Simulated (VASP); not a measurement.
Wanted: the native input for a VASP 6.6.1 run.

| Quantity | Value |
| --- | --- |
| Task | single point |
| Functional | r2SCAN |
| Potentials or basis | VASP PAW PBE potentials, release 64 (Tl_d) |
| Cutoff | 520 eV |
| k mesh | 21 × 21 × 21 |
| Occupations | gaussian, width 0.1 eV |
| Spin | no spin polarisation |
| Dipole correction | no |
| Further INCAR settings | ALGO = Normal; EDIFF = 1e-06; NBANDS = 12 |

Tl:

```xyz
1
Lattice="1.7401 1.0047 2.8382 -1.7401 1.0047 2.8382 0.0000 -2.0093 2.8382" Properties=species:S:1:pos:R:3 pbc="T T T"
Tl    0.0000    0.0000    4.2572
```

This isn't the form of Tl at room conditions, which is hcp.

These files were run (other wordings do the same):

POSCAR

```
Tl
1.0
    1.7401440769      1.0046726512      2.8381604911
   -1.7401440769      1.0046726512      2.8381604911
    0.0000000000     -2.0093453024      2.8381604911
Tl
1
Direct
    0.5000000000      0.5000000000      0.5000000000
```

INCAR.step1

```
ALGO = Normal
EDIFF = 1E-4
ENCUT = 520
GGA = PE
ISMEAR = 0
LASPH = T
LCHARG = F
LREAL = F
LWAVE = T
NBANDS = 12
NELM = 100
PREC = Accurate
SIGMA = 0.1
```

INCAR.step2

```
ALGO = Normal
EDIFF = 1E-6
ENCUT = 520
ISIF = 2
ISMEAR = 0
ISTART = 1
LASPH = T
LCHARG = T
LELF = T
LMIXTAU = T
LREAL = F
LVHAR = T
LWAVE = F
METAGGA = R2SCAN
NBANDS = 12
NELM = 100
PREC = Accurate
SIGMA = 0.1
```

KPOINTS

```
k-points
0
Gamma
  21 21 21
```

Potentials or basis: VASP PAW PBE potentials, release 64 (Tl_d).

Command:

```sh
$ cat potpaw_PBE.64/Tl_d/POTCAR > POTCAR
$ cp INCAR.step1 INCAR
$ mpirun -np 1 vasp_std > vasp.out
$ cp INCAR.step2 INCAR
$ mpirun -np 1 vasp_std > vasp.out
```

Results of the run:

| Quantity | Value |
| --- | --- |
| Pressure | 0.0 GPa |
| Band gap on the k mesh | zero (an odd number of electrons rules out a gap without spin polarisation) |

Caveat: the PAW data sets were made with another functional, which shifts forces and pressure a little; spin-orbit coupling is left out, which moves the levels of the heavy elements.

Run time: 7.2 min on 1 thread of Intel(R) Xeon(R) 6975P-C (Granite Rapids) (shared host), peak memory 0.41 GiB.
